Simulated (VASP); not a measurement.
Na2Hf, 6 atoms in the cell. Symmetry: Fd-3m, No. 227, cubic system. The conventional cell has a = 8.461 Å, b = 8.461 Å, c = 8.461 Å, α = 90.00°, β = 90.00°, γ = 90.00°. Na (site symmetry -3m) has 6 Na at 2.99 Å and 6 Hf at 3.51 Å within 3.9 Å. Within 4.6 Å of Hf (site symmetry -43m) lie 12 Na at 3.51 Å and 4 Hf at 3.66 Å. 

| Property | Result |
| --- | --- |
| Program | VASP 6.6.1 |
| Task | single point |
| Functional | PBE |
| Potentials or basis | VASP PAW PBE potentials, release 64 (Na_pv, Hf_pv) |
| Cutoff | 520 eV |
| k mesh | 4 × 4 × 4 |
| Occupations | gaussian, width 0.1 eV |
| Spin | no spin polarisation |
| Dipole correction | no |
| Further INCAR settings | ALGO = Fast; EDIFF = 1e-07; NBANDS = 33 |

Potentials or basis: VASP PAW PBE potentials, release 64 (Na_pv, Hf_pv).

Run with:

```sh
$ cat potpaw_PBE.64/Na_pv/POTCAR potpaw_PBE.64/Hf_pv/POTCAR > POTCAR
$ mpirun -np 1 vasp_std > vasp.out
```

Hardware: 1 thread of Intel(R) Xeon(R) Platinum 8259CL CPU @ 2.50GHz (Skylake/Cascade Lake), with other jobs on the host.

Estimate the wall time of this run.

Wall time 91 s on 1 thread of Intel(R) Xeon(R) Platinum 8259CL CPU @ 2.50GHz (Skylake/Cascade Lake) (shared host), peak memory 0.32 GiB. Counts: scf iterations 21, k points 8.
